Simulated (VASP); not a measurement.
A run of VASP 6.6.1 is set up as follows.

File INCAR:

```
SYSTEM = BaO
PREC = Accurate ; ENCUT = 600
EDIFF = 1E-8 ; ISMEAR = 0
SIGMA = 0.01 ; LREAL = .FALSE.
LASPH = .TRUE. ; NELM = 120
ALGO = Normal ; ISIF = 2
LWAVE = .FALSE. ; LCHARG = .FALSE.
GGA = PE ; NBANDS = 15
IBRION = 8 ; NSW = 1
LEPSILON = .TRUE. ; GGA_COMPAT = .FALSE.
```

The input KPOINTS:

```
regular mesh
0
G
  8 8 8
  0 0 0
```

Contents of POSCAR:

```
BaO
1.0
    0.0000000000      2.7869987793      2.7869987793
    2.7869987793      0.0000000000      2.7869987793
    2.7869987793      2.7869987793      0.0000000000
Ba O
1 1
Direct
    0.0000000000      0.0000000000      0.0000000000
    0.5000000000      0.5000000000      0.5000000000
```

Potentials or basis: VASP PAW PBE potentials, release 64 (Ba_sv, O).

Run with:

```sh
$ cat potpaw_PBE.64/Ba_sv/POTCAR potpaw_PBE.64/O/POTCAR > POTCAR
$ mpirun -np 1 vasp_std > vasp.out
```

**Question.** Predict the electronic dielectric tensor (diagonal).

**Answer.** 4.28.

**Question.** What does it give for the Born charges (mean of the diagonal)?

**Answer.** Ba +2.75; O -2.75 e.

**Question.** What does it give for the highest phonon frequency at Γ, LO-TO splitting left out?

**Answer.** 107 cm⁻¹.

Phonon frequencies in cm⁻¹ (negative: imaginary):
| q point | frequencies |
| --- | --- |
| (0.000, 0.000, 0.000) | 0 0 0 107 107 107 |

Caveat: the cell wasn't relaxed at this level first, which shifts response properties.
